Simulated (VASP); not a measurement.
# AlCu (Cmmm) in VASP: a series of runs, part 2 of 3

VASP 6.6.1. The steps go on from the part before.

## 4. Single point, PBEsol (strain +0.0225 x Voigt [0, 0, 0, 0, 0, 1])

INCAR

```
PREC     = Accurate       # precision mode
ENCUT    = 520            # plane-wave cutoff, eV
EDIFF    = 1E-7           # SCF threshold, eV
ISMEAR   = 0              # smearing method
SIGMA    = 0.15           # smearing width, eV
LREAL    = F              # projectors in reciprocal space
LASPH    = T              # aspherical terms in the spheres
NELM     = 60             # most SCF steps
ALGO     = Fast           # electronic algorithm
ISIF     = 2              # what is computed and relaxed
LWAVE    = F              # write WAVECAR
LCHARG   = T              # write CHGCAR
GGA      = PS             # functional
LELF     = T              # ELF
LVHAR    = T            
NBANDS   = 14             # bands
```

KPOINTS

```
regular mesh
0
Gamma
  20 20 20
```

POSCAR

```
AlCu
1.0
    2.9560037103      0.0332550417      0.0000000000
    0.0332550417      2.9560037103      0.0000000000
    0.0000000000      0.0000000000      2.9560037103
Al Cu
1 1
Direct
    0.0000000000      0.0000000000      0.0000000000
    0.5000000000      0.5000000000      0.5000000000
```

Potentials or basis: VASP PAW PBE potentials, release 64 (Al, Cu).

Run with:

```sh
$ cat potpaw_PBE.64/Al/POTCAR potpaw_PBE.64/Cu/POTCAR > POTCAR
$ mpirun -np 1 vasp_std > vasp.out
```

OUTCAR:

```text
PREC = Accurate
   ENCUT = 520
   EDIFF = 1E-7
   ISMEAR = 0
   LREAL = F
   LASPH = T
   NELM = 60
   ISIF = 2
   GGA = PS

 ion  position               nearest neighbor table
   1  0.000  0.000  0.000-   2 2.54   2 2.54   2 2.54   2 2.54   2 2.58   2 2.58   2 2.58   2 2.58

   2  0.500  0.500  0.500-   1 2.54   1 2.54   1 2.54   1 2.54   1 2.58   1 2.58   1 2.58   1 2.58

  LATTYP: Found a base centered orthorhombic cell.
 ALAT       =     4.1333908065
 B/A-ratio  =     1.0227560050
 C/A-ratio  =     0.7151522439

  Lattice vectors:

 A1 = (  -0.0332550417,  -2.9560037103,   0.0000000000)
 A2 = (   2.9560037103,   0.0332550417,   0.0000000000)
 A3 = (   0.0000000000,   0.0000000000,   2.9560037103)

Analysis of symmetry for initial positions (statically):
=====================================================================
 Subroutine PRICEL returns:
 Original cell was already a primitive cell.

 Routine SETGRP: Setting up the symmetry group for a
 base centered orthorhombic supercell.

 Subroutine GETGRP returns: Found  8 space group operations
 (whereof  8 operations were pure point group operations)
 out of a pool of  8 trial point group operations.

The static configuration has the point symmetry D_2h.

Analysis of symmetry for dynamics (positions and initial velocities):
=====================================================================
 Subroutine PRICEL returns:
 Original cell was already a primitive cell.

 Routine SETGRP: Setting up the symmetry group for a
 base centered orthorhombic supercell.

 Subroutine GETGRP returns: Found  8 space group operations
 (whereof  8 operations were pure point group operations)
 out of a pool of  8 trial point group operations.

The dynamic configuration has the point symmetry D_2h.

 Subroutine INISYM returns: Found  8 space group operations
 (whereof  8 operations are pure point group operations),
 and found     1 'primitive' translations

----------------------------------------------------------------------------------------

                                     Primitive cell

  volume of cell :      25.8262

  direct lattice vectors                    reciprocal lattice vectors
     2.956003710  0.033255042  0.000000000     0.338337389 -0.003806296  0.000000000
     0.033255042  2.956003710  0.000000000    -0.003806296  0.338337389  0.000000000
     0.000000000  0.000000000  2.956003710     0.000000000  0.000000000  0.338294569

  length of vectors
     2.956190764  2.956190764  2.956003710     0.338358799  0.338358799  0.338294569

  position of ions in fractional coordinates (direct lattice)
     0.000000000  0.000000000  0.000000000
     0.500000000  0.500000000  0.500000000

  ion indices of the primitive-cell ions
   primitive index   ion index
                 1           1
                 2           2

----------------------------------------------------------------------------------------

 KPOINTS: regular mesh

Automatic generation of k-mesh.
 Grid dimensions read from file:
 generate k-points for:   20   20   20

 Generating k-lattice:

  Cartesian coordinates                     Fractional coordinates (reciprocal lattice)
     0.016916869 -0.000190315  0.000000000     0.050000000  0.000000000  0.000000000
    -0.000190315  0.016916869  0.000000000     0.000000000  0.050000000  0.000000000
     0.000000000  0.000000000  0.016914728     0.000000000  0.000000000  0.050000000

  Length of vectors
     0.016917940  0.016917940  0.016914728

  Shift w.r.t. Gamma in fractional coordinates (k-lattice)
     0.000000000  0.000000000  0.000000000

 Subroutine IBZKPT returns following result:
 ===========================================

 Found   1221 irreducible k-points:

 Following reciprocal coordinates:
            Coordinates               Weight
  0.000000  0.000000  0.000000      1.000000
  0.050000 -0.000000  0.000000      4.000000
  0.100000 -0.000000  0.000000      4.000000
  0.150000 -0.000000  0.000000      4.000000
  0.200000 -0.000000  0.000000      4.000000
  0.250000 -0.000000  0.000000      4.000000
[... 16 lines left out ...]
 -0.400000  0.050000  0.000000      4.000000
 -0.350000  0.050000  0.000000      4.000000
 [... further k-points ...]
   k-points           NKPTS =   1221   k-points in BZ     NKDIM =   1221   number of bands    NBANDS=     14
   number of dos      NEDOS =    301   number of ions     NIONS =      2
   total plane-waves  NPLWV =  13824
   dimension x,y,z NGX =    24 NGY =   24 NGZ =   24
   dimension x,y,z NGXF=    48 NGYF=   48 NGZF=   48
   ions per type =               1   1
   NGX,Y,Z   is equivalent  to a cutoff of  13.50, 13.50, 13.50 a.u.
   NGXF,Y,Z  is equivalent  to a cutoff of  26.99, 26.99, 27.00 a.u.
 SYSTEM =  unknown system
   PREC   = accura    normal or accurate (medium, high low for compatibility)
   ISTART =      0    job   : 0-new  1-cont  2-samecut
   ICHARG =      2    charge: 1-file 2-atom 10-const
   ISPIN  =      1    spin polarized calculation?
   LNONCOLLINEAR =      F non collinear calculations
   LSORBIT =      F    spin-orbit coupling
   LASPH  =      T    aspherical Exc in radial PAW
   ENCUT  =  520.0 eV  38.22 Ry    6.18 a.u.   5.50  5.50  5.50*2*pi/ulx,y,z
   NELM   =     60;   NELMIN=  2; NELMDL= -5     # of ELM steps
   EDIFF  = 0.1E-06   stopping-criterion for ELM
   LREAL  =      F    real-space projection
   EDIFFG = 0.1E-05   stopping-criterion for IOM
   NSW    =      0    number of steps for IOM
   IBRION =     -1    ionic relax: 0-MD 1-quasi-New 2-CG
   NFREE  =      0    steps in history (QN), initial steepest desc. (CG)
   ISIF   =      2    stress and relaxation
   ISYM   =      2    0-nonsym 1-usesym 2-fastsym
   POTIM  = 0.5000    time-step for ionic-motion
   TEBEG  =    0.0;   TEEND  =   0.0 temperature during run
   PSTRESS=    0.0 pullay stress
   NELECT =      14.0000    total number of electrons
   NUPDOWN=      -1.0000    fix difference up-down
   EMIN   =  10.00;   EMAX   =-10.00  energy-range for DOS
   EFERMI =   0.00;   METHOD = LEGACY
   ISMEAR =     0;   SIGMA  =   0.15  broadening in eV -4-tet -1-fermi 0-gaus
   EFERMI_NEDOS =   21; number of points for ismear=-14 and -15
   IALGO  =     68    algorithm
   IMIX   =      4    mixing-type and parameters
     AMIX     =   0.40;   BMIX     =  1.00
     AMIX_MAG =   1.60;   BMIX_MAG =  1.00
  volume/ion in A,a.u.               =      12.91        87.14
  Fermi-wavevector in a.u.,A,eV,Ry     =   1.334845  2.522491 24.243015  1.781811
  Thomas-Fermi vector in A             =   2.463595
   LORBIT       =      0    0 simple, 1 ext, 2 COOP (PROOUT), +10 PAW based schemes
   GGA     = PS    functional components
   LHFCALC =     F    Hartree Fock is set to
   AEXX    =    0.0000 exact exchange contribution
   IVDW    =     0    specifies the selected vdW correction
   LEPSILON=     F    determine dielectric tensor
   LRPA    =     F    only Hartree local field effects (RPA)
 non-spin polarized calculation
 RMM-DIIS sequential band-by-band and
 Gauss-broadening in eV      SIGMA  =   0.15
  energy-cutoff  :      520.00
  volume of cell :       25.83
 maximum number of plane-waves:       725
 NGX is ok and might be reduce to    24
   NGX = 11   NGY = 11   NGZ = 11

 number of electron      14.0000016 magnetization

 Free energy of the ion-electron system (eV)
  ---------------------------------------------------
  ext. energy  EPLUGINS =         0.00000000
  ---------------------------------------------------
  free energy    TOTEN  =        -8.71172065 eV

  energy without entropy =       -8.70406432  energy(sigma->0) =       -8.70789249

 E-fermi :   9.5034     XC(G=0): -11.8069

 val. band max:        9.5003399755   @ k =  -0.2000   0.1000   0.0000
 cond. band min:       9.5036816339   @ k =   0.5000   0.4000   0.1000
 fundamental gap:      0.0033416584
 Fermi energy:         9.5033850890

 k-point     1 :       0.0000    0.0000    0.0000
  band No.  band energies     occupation
      1      -2.3297      2.00000
      2       4.3795      2.00000
      3       4.3820      2.00000
      4       5.4405      2.00000
      5       5.4648      2.00000
      6       5.4891      2.00000
      7      13.3420      0.00000
      8      13.4225      0.00000
      9      13.5164      0.00000
     10      15.8691      0.00000
     11      15.8728      0.00000
     12      20.1002      0.00000
     13      28.1980      0.00000
     14      28.2405      0.00000
[... 377 lines left out ...]
      1      -0.1978      2.00000
      2       3.6987      2.00000
      3       4.6093      2.00000
      4       5.0852      2.00000
      5       5.0918      2.00000
      6       5.5001      2.00000
      7       6.8789      2.00000
      8      14.8019      0.00000
      9      15.8459      0.00000
     10      17.0852      0.00000
     11      20.3595      0.00000
     12      20.5531      0.00000
     13      20.7873      0.00000
     14      23.8160      0.00000

 [... further k-points ...]
[... 5 lines left out ...]
  --------------------------------------------------------------------------------------
  -------------------------------------------------------------------------------------
  Total        0.0728802      0.0728802      0.0475266     -0.1612090      0.0000000      0.0000000
  in kB        4.5212690      4.5212690      2.9484087    -10.0009165      0.0000000      0.0000000
  external PRESSURE =       3.9969822 kB  Pullay stress =       0.0000000 kB

 VOLUME and BASIS-vectors are now :
 -----------------------------------------------------------------------------
  energy-cutoff  :      520.00
  volume of cell :       25.83
      direct lattice vectors                 reciprocal lattice vectors
     2.956003710  0.033255042  0.000000000     0.338337389 -0.003806296  0.000000000
     0.033255042  2.956003710  0.000000000    -0.003806296  0.338337389  0.000000000
     0.000000000  0.000000000  2.956003710     0.000000000  0.000000000  0.338294569

 POSITION                                       TOTAL-FORCE (eV/Angst)
 -----------------------------------------------------------------------------------
      0.00000      0.00000      0.00000         0.000000      0.000000      0.000000
      1.49463      1.49463      1.47800        -0.000000      0.000000      0.000000
 -----------------------------------------------------------------------------------
    total drift:                                0.000000      0.000000     -0.000000

  FREE ENERGIE OF THE ION-ELECTRON SYSTEM (eV)
  ---------------------------------------------------
  free  energy   TOTEN  =        -8.7117206509 eV

  energy  without entropy=       -8.7040643208  energy(sigma->0) =       -8.70789249
```

Wall time 2.7 min (1 thread of Intel Xeon 6975P-C (Granite Rapids), shared host); peak memory 0.53 GiB.

What came out:

```yaml
Free_energy: -8.7117 eV
Pressure: 0.4 GPa
Band_gap_on_the_k_mesh: zero (band 7 reaches 13.34 eV, above the bottom of band 8 at 8.60 eV)
```

Levels at points of the mesh, in eV from the Fermi level:
| k point | band 4 | band 5 | band 6 | band 7 | band 8 | band 9 | band 10 | band 11 |
| --- | --- | --- | --- | --- | --- | --- | --- | --- |
| (0.00, 0.00, 0.00) | -4.06 | -4.04 | -4.01 | 3.84 | 3.92 | 4.01 | 6.37 | 6.37 |
| (0.50, 0.00, 0.00) | -4.50 | -4.50 | -3.98 | -3.25 | 7.16 | 8.18 | 8.22 | 8.77 |
| (0.50, 0.50, 0.00) | -4.37 | -4.03 | -3.74 | -3.64 | -0.90 | 0.01 | 10.47 | 12.95 |
| (0.00, 0.00, 0.50) | -4.53 | -4.46 | -3.98 | -3.25 | 7.22 | 8.09 | 8.28 | 8.78 |
| (0.50, 0.00, 0.50) | -4.39 | -3.89 | -3.89 | -3.64 | -0.87 | -0.03 | 10.44 | 13.01 |
| (0.50, 0.50, 0.50) | -3.62 | -3.62 | 0.51 | 0.61 | 0.78 | 2.14 | 2.14 | 2.25 |

Caveat: the cell differs from its parent crystal (strain +0.0225 x Voigt [0, 0, 0, 0, 0, 1]); the PAW data sets were made with another functional, which shifts forces and pressure a little.

## 5. Single point, PBEsol (strain +0.0075 x Voigt [0, 0, 0, 0, 0, 1])

INCAR

```
ALGO = Fast
EDIFF = 1E-6
ENCUT = 520
GGA = PS
ISIF = 2
ISMEAR = 0
LASPH = True
LCHARG = False
LREAL = False
LWAVE = False
NBANDS = 14
NELM = 100
PREC = Accurate
SIGMA = 0.15
```

KPOINTS

```
k-points
0
Gamma
  20 20 20
```

POSCAR

```
AlCu
1.0
    2.9560037103      0.0110850139      0.0000000000
    0.0110850139      2.9560037103      0.0000000000
    0.0000000000      0.0000000000      2.9560037103
Al Cu
1 1
Direct
    0.0000000000      0.0000000000      0.0000000000
    0.5000000000      0.5000000000      0.5000000000
```

Potentials or basis: VASP PAW PBE potentials, release 64 (Al, Cu).

Run with:

```sh
$ cat potpaw_PBE.64/Al/POTCAR potpaw_PBE.64/Cu/POTCAR > POTCAR
$ mpirun -np 1 vasp_std > vasp.out
```

OUTCAR:

```text
EDIFF = 1E-6
   ENCUT = 520
   GGA = PS
   ISIF = 2
   ISMEAR = 0
   LASPH = True
   LREAL = False
   NELM = 100
   PREC = Accurate

 ion  position               nearest neighbor table
   1  0.000  0.000  0.000-   2 2.55   2 2.55   2 2.55   2 2.55   2 2.57   2 2.57   2 2.57   2 2.57

   2  0.500  0.500  0.500-   1 2.55   1 2.55   1 2.55   1 2.55   1 2.57   1 2.57   1 2.57   1 2.57

  LATTYP: Found a base centered orthorhombic cell.
 ALAT       =     4.1647439605
 B/A-ratio  =     1.0075282309
 C/A-ratio  =     0.7097684127

  Lattice vectors:

 A1 = (  -0.0110850139,  -2.9560037103,   0.0000000000)
 A2 = (   2.9560037103,   0.0110850139,   0.0000000000)
 A3 = (   0.0000000000,   0.0000000000,   2.9560037103)

Analysis of symmetry for initial positions (statically):
=====================================================================
 Subroutine PRICEL returns:
 Original cell was already a primitive cell.

 Routine SETGRP: Setting up the symmetry group for a
 base centered orthorhombic supercell.

 Subroutine GETGRP returns: Found  8 space group operations
 (whereof  8 operations were pure point group operations)
 out of a pool of  8 trial point group operations.

[... 171 lines left out ...]
 k-point     1 :       0.0000    0.0000    0.0000
  band No.  band energies     occupation
      1      -2.3303      2.00000
      2       4.3815      2.00000
      3       4.3818      2.00000
      4       5.4583      2.00000
      5       5.4664      2.00000
      6       5.4746      2.00000
      7      13.3934      0.00000
      8      13.4218      0.00000
      9      13.4516      0.00000
     10      15.8661      0.00000
     11      15.8665      0.00000
     12      20.0951      0.00000
     13      28.2428      0.00000
     14      28.2475      0.00000
[... 377 lines left out ...]
      1      -0.2082      2.00000
      2       3.7047      2.00000
      3       4.6123      2.00000
      4       5.0869      2.00000
      5       5.0952      2.00000
      6       5.5005      2.00000
      7       6.8827      2.00000
      8      14.9262      0.00000
      9      15.8334      0.00000
     10      17.0065      0.00000
     11      20.2749      0.00000
     12      20.4022      0.00000
     13      20.8007      0.00000
     14      23.8470      0.00000

 [... further k-points ...]
[... 5 lines left out ...]
  --------------------------------------------------------------------------------------
  -------------------------------------------------------------------------------------
  Total        0.0413956      0.0413956      0.0392515     -0.0518228      0.0000000      0.0000000
  in kB        2.5677671      2.5677671      2.4347713     -3.2145675      0.0000000      0.0000000
  external PRESSURE =       2.5234351 kB  Pullay stress =       0.0000000 kB

 VOLUME and BASIS-vectors are now :
 -----------------------------------------------------------------------------
  energy-cutoff  :      520.00
  volume of cell :       25.83
      direct lattice vectors                 reciprocal lattice vectors
     2.956003710  0.011085014  0.000000000     0.338299326 -0.001268622  0.000000000
     0.011085014  2.956003710  0.000000000    -0.001268622  0.338299326  0.000000000
     0.000000000  0.000000000  2.956003710     0.000000000  0.000000000  0.338294569

 POSITION                                       TOTAL-FORCE (eV/Angst)
 -----------------------------------------------------------------------------------
      0.00000      0.00000      0.00000         0.000000      0.000000      0.000000
      1.48354      1.48354      1.47800        -0.000000      0.000000      0.000000
 -----------------------------------------------------------------------------------
    total drift:                                0.000000      0.000000     -0.000000

  FREE ENERGIE OF THE ION-ELECTRON SYSTEM (eV)
  ---------------------------------------------------
  free  energy   TOTEN  =        -8.7133169264 eV

  energy  without entropy=       -8.7054966581  energy(sigma->0) =       -8.70940679
```

OSZICAR:

```text
N       E                     dE             d eps       ncg     rms          rms(c)
DAV:   1     0.519513800864E+02    0.51951E+02   -0.60066E+03 35324   0.127E+03
DAV:   2    -0.870545094626E+01   -0.60657E+02   -0.54368E+02 36178   0.209E+02
DAV:   3    -0.108360775452E+02   -0.21306E+01   -0.20762E+01 44464   0.440E+01
DAV:   4    -0.108734292293E+02   -0.37352E-01   -0.37334E-01 41120   0.481E+00
DAV:   5    -0.108747568147E+02   -0.13276E-02   -0.13275E-02 51014   0.979E-01    0.130E+01
RMM:   6    -0.114806445073E+02   -0.60589E+00   -0.22114E+01 42622   0.806E+01    0.108E+01
RMM:   7    -0.873164299991E+01    0.27490E+01   -0.55243E+00 40331   0.410E+01    0.903E-01
RMM:   8    -0.871671007225E+01    0.14933E-01   -0.25414E-01 39136   0.930E+00    0.569E-01
RMM:   9    -0.871315548147E+01    0.35546E-02   -0.16936E-02 43237   0.106E+00    0.138E-01
RMM:  10    -0.871323579467E+01   -0.80313E-04   -0.25402E-03 48086   0.564E-01    0.782E-02
RMM:  11    -0.871330527196E+01   -0.69477E-04   -0.71541E-04 48217   0.195E-01    0.163E-02
RMM:  12    -0.871331684541E+01   -0.11573E-04   -0.11928E-04 47652   0.131E-01    0.266E-02
RMM:  13    -0.871332116287E+01   -0.43175E-05   -0.51426E-05 46095   0.456E-02    0.276E-02
RMM:  14    -0.871331608807E+01    0.50748E-05   -0.11811E-05 44281   0.444E-02    0.266E-02
RMM:  15    -0.871331752421E+01   -0.14361E-05   -0.32761E-06 32884   0.207E-02    0.336E-02
RMM:  16    -0.871331692642E+01    0.59778E-06   -0.84421E-07 22489   0.147E-02
   1 F= -.87133169E+01 E0= -.87094068E+01  d E =-.782027E-02
```

stdout:

```text
POSCAR found type information on POSCAR AlCu
 POSCAR found :  2 types and       2 ions
 scaLAPACK will be used
 -----------------------------------------------------------------------------
|                                                                             |
|                                                                             |
|     You enforced a specific xc type in the INCAR file but a different       |
|     I HOPE YOU KNOW WHAT YOU ARE DOING!                                     |
|                                                                             |
 -----------------------------------------------------------------------------

 LDA part: xc-table for (Slater+PW92), standard interpolation
 POSCAR, INCAR and KPOINTS ok, starting setup
 FFT: planning ... GRIDC
 FFT: planning ... GRID_SOFT
 FFT: planning ... GRID
 WAVECAR not read
 entering main loop
WARNING in EDDRMM: call to ZHEGV failed, returncode =   8  4     13
WARNING in EDDRMM: call to ZHEGV failed, returncode =   8  4     14
WARNING in EDDRMM: call to ZHEGV failed, returncode =   8  4     14
WARNING in EDDRMM: call to ZHEGV failed, returncode =   6  3     12
WARNING in EDDRMM: call to ZHEGV failed, returncode =   8  4     13
WARNING in EDDRMM: call to ZHEGV failed, returncode =   6  3     14
```

Run time: 2.1 min. Hardware: 1 thread of Intel Xeon 6975P-C (Granite Rapids), shared host; peak memory 0.54 GiB.

Results:

```
Free energy            : -8.7133 eV
Pressure               : 0.3 GPa
Band gap on the k mesh : zero (band 7 reaches 13.39 eV, above the bottom of band 8 at 8.63 eV)
```

Stress tensor (GPa, compression positive):
```
 0.26 -0.32  0.00
-0.32  0.26  0.00
 0.00  0.00  0.24
```

Caveat: the cell differs from its parent crystal (strain +0.0075 x Voigt [0, 0, 0, 0, 0, 1]); the PAW data sets were made with another functional, which shifts forces and pressure a little.

[end of part 2 of 3]
